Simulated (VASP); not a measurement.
# GaN (Fm-3m) in VASP: settings compared

The runs below take GaN through single point, with r2SCAN, PBE.

All numbers are computed with VASP 6.6.1; they aren't measurements. Logs are shortened: lines on timing, memory, paths and dates and some standing lists are left out, and cuts for length are marked.

### Step 1. The cell of the first run

Symmetry: Fm-3m, No. 225, cubic system. Conventional cell: a = 4.144 Å, b = 4.144 Å, c = 4.144 Å, α = 90.00°, β = 90.00°, γ = 90.00°. Within 2.7 Å of Ga (site symmetry m-3m) lie 6 N at 2.07 Å. N (site symmetry m-3m) has 6 Ga at 2.07 Å within 2.7 Å.

### Step 2. Single point, r2SCAN (strained)

File POSCAR:

```
GaN
1.0
    0.0000000000      2.0718398728      2.0718398728
    2.0718398728      0.0000000000      2.0718398728
    2.0718398728      2.0718398728      0.0000000000
Ga N
1 1
Direct
    0.0000000000      0.0000000000      0.0000000000
    0.5000000000      0.5000000000      0.5000000000
```

File INCAR.step1:

```
SYSTEM = GaN
PREC     = Accurate       ! precision mode
ENCUT    = 910            ! plane-wave cutoff, eV
ISMEAR   = 0              ! smearing method
SIGMA    = 0.05           ! smearing width, eV
LREAL    = .FALSE.        ! projectors in reciprocal space
LASPH    = .TRUE.         ! aspherical terms in the spheres
NELM     = 120            ! most SCF steps
NBANDS   = 16             ! bands
GGA      = PE             ! functional
ALGO     = Normal         ! electronic algorithm
EDIFF    = 1E-5           ! SCF threshold, eV
LWAVE    = .TRUE.         ! write WAVECAR
LCHARG   = .FALSE.        ! write CHGCAR
GGA_COMPAT= .FALSE.
```

File INCAR.step2:

```
SYSTEM = GaN
PREC     = Accurate       ! precision mode
ENCUT    = 910            ! plane-wave cutoff, eV
EDIFF    = 1E-6           ! SCF threshold, eV
ISMEAR   = 0              ! smearing method
SIGMA    = 0.05           ! smearing width, eV
LREAL    = .FALSE.        ! projectors in reciprocal space
LASPH    = .TRUE.         ! aspherical terms in the spheres
NELM     = 120            ! most SCF steps
ALGO     = Normal         ! electronic algorithm
ISIF     = 2              ! what is computed and relaxed
LWAVE    = .FALSE.        ! write WAVECAR
LCHARG   = .FALSE.        ! write CHGCAR
METAGGA  = R2SCAN         ! meta-GGA
LMIXTAU  = .TRUE.       
NBANDS   = 16             ! bands
ISTART   = 1            
GGA_COMPAT= .FALSE.
```

File KPOINTS:

```
Automatic mesh
0
G
  14 14 14
  0 0 0
```

Potentials or basis: VASP PAW PBE potentials, release 64 (Ga_d, N_h).

On the command line:

```sh
$ cat potpaw_PBE.64/Ga_d/POTCAR potpaw_PBE.64/N_h/POTCAR > POTCAR
$ cp INCAR.step1 INCAR
$ mpirun -np 1 vasp_std > vasp.out
$ cp INCAR.step2 INCAR
$ mpirun -np 1 vasp_std > vasp.out
```

OUTCAR:

```text
SYSTEM = GaN
   PREC = Accurate
   ENCUT = 910
   EDIFF = 1E-6
   ISMEAR = 0
   LREAL = .FALSE.
   LASPH = .TRUE.
   NELM = 120
   ISIF = 2
   METAGGA = R2SCAN
   ISTART = 1

 ion  position               nearest neighbor table
   1  0.000  0.000  0.000-   2 2.07   2 2.07   2 2.07   2 2.07   2 2.07   2 2.07
   2  0.500  0.500  0.500-   1 2.07   1 2.07   1 2.07   1 2.07   1 2.07   1 2.07

  LATTYP: Found a face centered cubic cell.
 ALAT       =     4.1436797456

  Lattice vectors:

 A1 = (   0.0000000000,   2.0718398728,   2.0718398728)
 A2 = (   2.0718398728,   0.0000000000,   2.0718398728)
 A3 = (   2.0718398728,   2.0718398728,   0.0000000000)

Analysis of symmetry for initial positions (statically):
=====================================================================
 Subroutine PRICEL returns:
 Original cell was already a primitive cell.

 Routine SETGRP: Setting up the symmetry group for a
 face centered cubic supercell.

 Subroutine GETGRP returns: Found 48 space group operations
 (whereof 48 operations were pure point group operations)
 out of a pool of 48 trial point group operations.

The static configuration has the point symmetry O_h .

Analysis of symmetry for dynamics (positions and initial velocities):
=====================================================================
 Subroutine PRICEL returns:
 Original cell was already a primitive cell.

 Routine SETGRP: Setting up the symmetry group for a
 face centered cubic supercell.

 Subroutine GETGRP returns: Found 48 space group operations
 (whereof 48 operations were pure point group operations)
 out of a pool of 48 trial point group operations.

The dynamic configuration has the point symmetry O_h .

 Subroutine INISYM returns: Found 48 space group operations
 (whereof 48 operations are pure point group operations),
 and found     1 'primitive' translations

----------------------------------------------------------------------------------------

                                     Primitive cell

  volume of cell :      17.7868

  direct lattice vectors                    reciprocal lattice vectors
     0.000000000  2.071839873  2.071839873    -0.241331392  0.241331392  0.241331392
     2.071839873  0.000000000  2.071839873     0.241331392 -0.241331392  0.241331392
     2.071839873  2.071839873  0.000000000     0.241331392  0.241331392 -0.241331392

  length of vectors
     2.930024047  2.930024047  2.930024047     0.417998232  0.417998232  0.417998232

  position of ions in fractional coordinates (direct lattice)
     0.000000000  0.000000000  0.000000000
     0.500000000  0.500000000  0.500000000

  ion indices of the primitive-cell ions
   primitive index   ion index
                 1           1
                 2           2

----------------------------------------------------------------------------------------

 KPOINTS: Automatic mesh

Automatic generation of k-mesh.
 Grid dimensions read from file:
 generate k-points for:   14   14   14

 Generating k-lattice:

  Cartesian coordinates                     Fractional coordinates (reciprocal lattice)
    -0.017237957  0.017237957  0.017237957     0.071428571  0.000000000  0.000000000
     0.017237957 -0.017237957  0.017237957     0.000000000  0.071428571  0.000000000
     0.017237957  0.017237957 -0.017237957     0.000000000  0.000000000  0.071428571

  Length of vectors
     0.029857017  0.029857017  0.029857017

  Shift w.r.t. Gamma in fractional coordinates (k-lattice)
     0.000000000  0.000000000  0.000000000

 Subroutine IBZKPT returns following result:
 ===========================================

 Found    104 irreducible k-points:

 Following reciprocal coordinates:
            Coordinates               Weight
  0.000000  0.000000  0.000000      1.000000
  0.071429  0.000000  0.000000      8.000000
  0.142857  0.000000  0.000000      8.000000
  0.214286  0.000000  0.000000      8.000000
  0.285714  0.000000  0.000000      8.000000
  0.357143  0.000000  0.000000      8.000000
[... 16 lines left out ...]
  0.214286  0.142857  0.000000     24.000000
  0.285714  0.142857  0.000000     24.000000
 [... further k-points ...]
   k-points           NKPTS =    104   k-points in BZ     NKDIM =    104   number of bands    NBANDS=     16
   number of dos      NEDOS =    301   number of ions     NIONS =      2
   total plane-waves  NPLWV =  27000
   dimension x,y,z NGX =    30 NGY =   30 NGZ =   30
   dimension x,y,z NGXF=    60 NGYF=   60 NGZF=   60
   ions per type =               1   1
   NGX,Y,Z   is equivalent  to a cutoff of  17.02, 17.02, 17.02 a.u.
   NGXF,Y,Z  is equivalent  to a cutoff of  34.04, 34.04, 34.04 a.u.
 SYSTEM =  GaN
   PREC   = accura    normal or accurate (medium, high low for compatibility)
   ISTART =      1    job   : 0-new  1-cont  2-samecut
   ICHARG =      0    charge: 1-file 2-atom 10-const
   ISPIN  =      1    spin polarized calculation?
   LNONCOLLINEAR =      F non collinear calculations
   LSORBIT =      F    spin-orbit coupling
   LASPH  =      T    aspherical Exc in radial PAW
   ENCUT  =  910.0 eV  66.88 Ry    8.18 a.u.   7.21  7.21  7.21*2*pi/ulx,y,z
   NELM   =    120;   NELMIN=  2; NELMDL=  0     # of ELM steps
   EDIFF  = 0.1E-05   stopping-criterion for ELM
   LREAL  =      F    real-space projection
   EDIFFG = 0.1E-04   stopping-criterion for IOM
   NSW    =      0    number of steps for IOM
   IBRION =     -1    ionic relax: 0-MD 1-quasi-New 2-CG
   NFREE  =      0    steps in history (QN), initial steepest desc. (CG)
   ISIF   =      2    stress and relaxation
   ISYM   =      2    0-nonsym 1-usesym 2-fastsym
   POTIM  = 0.5000    time-step for ionic-motion
   TEBEG  =    0.0;   TEEND  =   0.0 temperature during run
   PSTRESS=    0.0 pullay stress
   NELECT =      18.0000    total number of electrons
   NUPDOWN=      -1.0000    fix difference up-down
   EMIN   =  10.00;   EMAX   =-10.00  energy-range for DOS
   EFERMI =   0.00;   METHOD = LEGACY
   ISMEAR =     0;   SIGMA  =   0.05  broadening in eV -4-tet -1-fermi 0-gaus
   EFERMI_NEDOS =   21; number of points for ismear=-14 and -15
   IALGO  =     38    algorithm
   IMIX   =      4    mixing-type and parameters
     AMIX     =   0.40;   BMIX     =  1.00
     AMIX_MAG =   1.60;   BMIX_MAG =  1.00
  volume/ion in A,a.u.               =       8.89        60.02
  Fermi-wavevector in a.u.,A,eV,Ry     =   1.643613  3.105978 36.755630  2.701463
  Thomas-Fermi vector in A             =   2.733718
   LORBIT       =      0    0 simple, 1 ext, 2 COOP (PROOUT), +10 PAW based schemes
   METAGGA = R2SCAN    functional components
   LHFCALC =     F    Hartree Fock is set to
   AEXX    =    0.0000 exact exchange contribution
   IVDW    =     0    specifies the selected vdW correction
   LEPSILON=     F    determine dielectric tensor
   LRPA    =     F    only Hartree local field effects (RPA)
 non-spin polarized calculation
 Gauss-broadening in eV      SIGMA  =   0.05
  energy-cutoff  :      910.00
  volume of cell :       17.79
 maximum number of plane-waves:      1129
 NGX is ok and might be reduce to    30

 number of electron      17.9999998 magnetization

 Free energy of the ion-electron system (eV)
  ---------------------------------------------------
  ext. energy  EPLUGINS =         0.00000000
  ---------------------------------------------------
  free energy    TOTEN  =       -20.92614490 eV

  energy without entropy =      -20.92614490  energy(sigma->0) =      -20.92614490

 E-fermi :   9.0650     XC(G=0): -14.5533

 val. band max:        8.8025053172   @ k =  -0.2143   0.1429   0.0000
 cond. band min:      10.3193756026   @ k =   0.5000   0.5000   0.0000
 fundamental gap:      1.5168702854
 Fermi energy:         9.0650489446

 k-point     1 :       0.0000    0.0000    0.0000
  band No.  band energies     occupation
      1      -9.8832      2.00000
      2      -5.5534      2.00000
      3      -5.5534      2.00000
      4      -5.5534      2.00000
      5      -5.4728      2.00000
      6      -5.4728      2.00000
[... 8 lines left out ...]
     15      26.6513      0.00000
     16      26.6513      0.00000

 k-point     2 :       0.0714    0.0000    0.0000
  band No.  band energies     occupation
      1      -9.7766      2.00000
      2      -5.5586      2.00000
      3      -5.5473      2.00000
      4      -5.5473      2.00000
      5      -5.4824      2.00000
      6      -5.4824      2.00000
[... 8 lines left out ...]
     15      26.3351      0.00000
     16      26.4124      0.00000

 k-point     3 :       0.1429    0.0000    0.0000
  band No.  band energies     occupation
      1      -9.4616      2.00000
      2      -5.5738      2.00000
      3      -5.5569      2.00000
      4      -5.5569      2.00000
      5      -5.4822      2.00000
      6      -5.4822      2.00000
[... 8 lines left out ...]
     15      26.5165      0.00000
     16      26.5165      0.00000

 k-point     4 :       0.2143    0.0000    0.0000
  band No.  band energies     occupation
      1      -8.9562      2.00000
      2      -5.6093      2.00000
      3      -5.6093      2.00000
      4      -5.5979      2.00000
      5      -5.4425      2.00000
      6      -5.4425      2.00000
[... 8 lines left out ...]
     15      27.4388      0.00000
     16      27.4388      0.00000
[... 324 lines left out ...]
 k-point    22 :       0.1429    0.1429    0.0000
  band No.  band energies     occupation
      1      -9.3425      2.00000
      2      -5.5924      2.00000
      3      -5.5769      2.00000
      4      -5.5057      2.00000
      5      -5.5057      2.00000
      6      -5.4489      2.00000
[... 8 lines left out ...]
     15      29.9864      0.00000
     16      29.9864      0.00000

 k-point    23 :       0.2143    0.1429    0.0000
  band No.  band energies     occupation
      1      -9.0017      2.00000
      2      -5.6128      2.00000
      3      -5.6068      2.00000
      4      -5.5062      2.00000
      5      -5.4675      2.00000
      6      -5.4212      2.00000
[... 8 lines left out ...]
     15      30.2501      0.00000
     16      30.6080      0.00000

 k-point    24 :       0.2857    0.1429    0.0000
  band No.  band energies     occupation
      1      -8.5140      2.00000
      2      -5.6474      2.00000
      3      -5.6136      2.00000
      4      -5.5463      2.00000
      5      -5.3971      2.00000
      6      -5.3717      2.00000
[... 8 lines left out ...]
     15      30.2562      0.00000
     16      31.2603      0.00000

 [... further k-points ...]
[... 5 lines left out ...]
  --------------------------------------------------------------------------------------
  -------------------------------------------------------------------------------------
  Total        1.7586038      1.7586038      1.7586038      0.0000000      0.0000000     -0.0000000
  in kB      158.4090622    158.4090622    158.4090622      0.0000000      0.0000000     -0.0000000
  external PRESSURE =     158.4090622 kB  Pullay stress =       0.0000000 kB

 VOLUME and BASIS-vectors are now :
 -----------------------------------------------------------------------------
  energy-cutoff  :      910.00
  volume of cell :       17.79
      direct lattice vectors                 reciprocal lattice vectors
     0.000000000  2.071839873  2.071839873    -0.241331392  0.241331392  0.241331392
     2.071839873  0.000000000  2.071839873     0.241331392 -0.241331392  0.241331392
     2.071839873  2.071839873  0.000000000     0.241331392  0.241331392 -0.241331392

 POSITION                                       TOTAL-FORCE (eV/Angst)
 -----------------------------------------------------------------------------------
      0.00000      0.00000      0.00000        -0.000000     -0.000000      0.000000
      2.07184      2.07184      2.07184         0.000000      0.000000     -0.000000
 -----------------------------------------------------------------------------------
    total drift:                               -0.000000      0.000000      0.000000

  FREE ENERGIE OF THE ION-ELECTRON SYSTEM (eV)
  ---------------------------------------------------
  free  energy   TOTEN  =       -20.9261449004 eV

  energy  without entropy=      -20.9261449004  energy(sigma->0) =      -20.92614490
```

Wall time 2.9 min (1 thread of AMD EPYC 9R45 (Zen 5), shared host); peak memory 0.19 GiB.

What came out:

| Quantity | Value |
| --- | --- |
| Free energy | -20.9261 eV |
| Pressure | 15.8 GPa |
| Band gap on the k mesh | 1.52 eV (least direct gap 4.13 eV) |

Levels at points of the mesh, in eV from the valence-band top:
```tsv
k point	band 6	band 7	band 8	band 9	band 10	band 11	band 12	band 13
(0.00, 0.00, 0.00)	-14.28	-0.60	-0.60	-0.60	3.53	15.82	15.82	15.82
(0.50, 0.00, 0.00)	-14.10	-8.67	-0.18	-0.18	5.64	10.19	10.19	11.17
(0.50, 0.50, 0.00)	-11.39	-7.70	-3.35	-3.35	1.52	8.58	13.70	16.49
```

Caveat: the cell differs from its parent crystal (strained); the cutoff is under 1.25 times the usual one of these potentials, so pressure, stress and relaxed cells hold a basis-set (Pulay) error; the cell stands under pressure; the PAW data sets were made with another functional, which shifts forces and pressure a little.

### Step 3. Single point, PBE

This run uses another cell than the first one: it holds 12 atoms, not 2.

File INCAR:

```
SYSTEM = GaN
PREC = Accurate
ENCUT = 520
EDIFF = 1E-6
ISMEAR = 0
SIGMA = 0.05
LREAL = .FALSE.
LASPH = .TRUE.
NELM = 80
ALGO = Normal
ISIF = 2
LWAVE = .FALSE.
LCHARG = .TRUE.
GGA = PE
LELF = .TRUE.
LVHAR = .TRUE.
NBANDS = 66
```

File KPOINTS:

```
regular mesh
0
G
  13 13 3
  0 0 0
```

File POSCAR:

```
GaN
1.0
    2.1341311777     -2.1341311777      0.0000000000
    2.1341311777      0.0000000000     -2.1341311777
    8.5365247106      8.5365247106      8.5365247106
Ga N
6 6
Direct
    1.0000000000      0.0000000000      0.5000000000
    0.3333333333      0.3333333333      0.3333333333
    0.6666666667      0.6666666667      0.6666666667
    1.0000000000      1.0000000000      0.0000000000
    0.3333333333      0.3333333333      0.8333333333
    0.6666666667      0.6666666667      0.1666666667
    0.6666666667      0.6666666667      0.4166666667
    0.0000000000      0.0000000000      0.2500000000
    0.3333333333      0.3333333333      0.5833333333
    0.6666666667      0.6666666667      0.9166666667
    1.0000000000      1.0000000000      0.7500000000
    0.3333333333      0.3333333333      0.0833333333
```

Potentials or basis: VASP PAW PBE potentials, release 64 (Ga_d, N).

On the command line:

```sh
$ cat potpaw_PBE.64/Ga_d/POTCAR potpaw_PBE.64/N/POTCAR > POTCAR
$ mpirun -np 1 vasp_std > vasp.out
```

Run time: 5.2 min. Hardware: 1 thread of Intel Xeon Platinum 8488C (Sapphire Rapids), shared host; peak memory 0.45 GiB.

The run converged. Its results:

```yaml
Free_energy: -67.2407 eV
Pressure: 0.8 GPa
Band_gap_on_the_k_mesh: 0.51 eV
```

Levels at points of the mesh, in eV from the valence-band top:
| k point | band 50 | band 51 | band 52 | band 53 | band 54 | band 55 | band 56 | band 57 | band 58 | band 59 |
| --- | --- | --- | --- | --- | --- | --- | --- | --- | --- | --- |
| (0.00, 0.00, 0.00) | -0.28 | -0.28 | -0.28 | -0.18 | -0.18 | 1.90 | 3.82 | 3.82 | 4.57 | 4.80 |

Caveat: an odd mesh through Γ misses points on the zone boundary, where band edges can lie.
